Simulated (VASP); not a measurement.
## TiO: single point with r2SCAN

Crystal: TiO.

```
Ti O
1.0
     2.74214    0.00000    0.00000
    -1.37107    2.37477    0.00000
     0.00000    0.00000    2.76950
Ti O
1 1
Direct
  0.66667 0.33333 0.00000
  0.00000 0.00000 0.50000
```

```yaml
Program: VASP 6.6.1
Task: single point
Functional: r2SCAN
Potentials_or_basis: VASP PAW PBE potentials, release 64 (Ti_sv, O)
Cutoff: 520 eV
k_mesh: 18 × 18 × 14
Occupations: gaussian, width 0.1 eV
Spin: no spin polarisation
```

| Property | Result |
| --- | --- |
| Pressure | 20.2 GPa |
| Band gap on the k mesh | zero (bands 9 and 10 overlap by 0.03 eV) |

Stress tensor (GPa, compression positive):
```
19.93  0.00  0.00
 0.00 19.93  0.00
 0.00  0.00 20.64
```

Levels at points of the mesh, in eV from the Fermi level:
```
           k point  band 7  band 8  band 9  band 10  band 11  band 12
(0.00, 0.00, 0.00)   -6.32   -6.09   -3.37     1.85     1.85     2.46
(0.50, 0.00, 0.00)   -7.33   -6.02   -2.83     1.98     2.27     3.26
(0.00, 0.00, 0.50)   -5.94   -5.94    0.00     0.00     0.67     2.33
(0.50, 0.00, 0.50)   -8.72   -7.39   -0.96     2.28     3.26     3.31
```

It took 3.7 min on 1 thread of Intel(R) Xeon(R) Platinum 8375C CPU @ 2.90GHz (Ice Lake), with other jobs on the host, peak memory 0.2 GiB.

Caveat: the cell stands under pressure; the PAW data sets were made with another functional, which shifts forces and pressure a little; semilocal functionals often make such compounds metallic where correlation or magnetic order opens a gap, which also shifts bond lengths.
